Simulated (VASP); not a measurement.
Wanted: the native input for a VASP 6.6.1 run.

```yaml
Task: single point
Functional: LDA
Potentials_or_basis: VASP PAW LDA potentials, release 64 (Ta_pv)
Cutoff: 520 eV
k_mesh: 2 × 2 × 2
Occupations: fermi-dirac, width 0.17 eV
Spin: no spin polarisation
Dipole_correction: no
Further_INCAR_settings: LREAL = Auto; ALGO = Normal; EDIFF = 1e-07; NBANDS = 102
```

The structure of Ta lies in POSCAR:

```
Ta
1.0
    6.9357050000      0.0000000000      0.0000000000
    0.0000000000      6.9357050000      0.0000000000
    0.0000000000      0.0000000000      6.9357050000
Ta
16
Direct
   -0.0410340405     -0.0145623264     -0.0171720106
    0.4776875602     -0.0284902544      0.0034026822
    0.0148651074      0.4891932399      0.0418558748
   -0.0306673943     -0.0186859159      0.5052117989
    0.2424699436      0.2416048549      0.2356501610
    0.4723672648      0.5035969667      0.0275242387
    0.4834980727     -0.0316478282      0.4906494725
    0.7515169691      0.2243174991      0.2583154849
   -0.0338393862      0.4958544229      0.5082540275
    0.2639673977      0.7546024521      0.2966677504
    0.2571043607      0.2595698635      0.7198979772
    0.5323179114      0.4880974609      0.5087298263
    0.7411647410      0.7284911916      0.2341650921
    0.7020483138      0.2458293713      0.7572553908
    0.2170074996      0.7594757851      0.7561019392
    0.7013129884      0.7582502428      0.7618115246
```

One way to write it, as run:

INCAR

```
SYSTEM = Ta
  PREC = Accurate
  ENCUT = 520
  EDIFF = 1E-7
  ISMEAR = -1
  SIGMA = 0.17
  LREAL = Auto
  LASPH = .True.
  NELM = 100
  ALGO = Normal
  ISIF = 2
  LWAVE = .False.
  LCHARG = .False.
  GGA = CA
  NBANDS = 102
```

KPOINTS

```
Automatic mesh
0
Gamma
  2 2 2
  0 0 0
```

Potentials or basis: VASP PAW LDA potentials, release 64 (Ta_pv).

The run is started by

```console
$ cat potpaw_LDA.64/Ta_pv/POTCAR > POTCAR
$ mpirun -np 1 vasp_std > vasp.out
```

It gave:

```
Pressure               : -24.5 GPa
Largest force          : 3.506 eV/Å
Band gap on the k mesh : zero (band 88 reaches 5.02 eV, above the bottom of band 89 at 3.85 eV)
```

Caveat: the k points lie up to 0.45 Å⁻¹ apart; spin-orbit coupling is left out, which moves the levels of the heavy elements; forces of over 1 eV/Å act on the atoms, so gaps and moduli don't describe the material at rest.

Run time: 11 min on 1 thread of Intel(R) Xeon(R) Platinum 8259CL CPU @ 2.50GHz (Skylake/Cascade Lake), with other jobs on the host, peak memory 0.41 GiB.
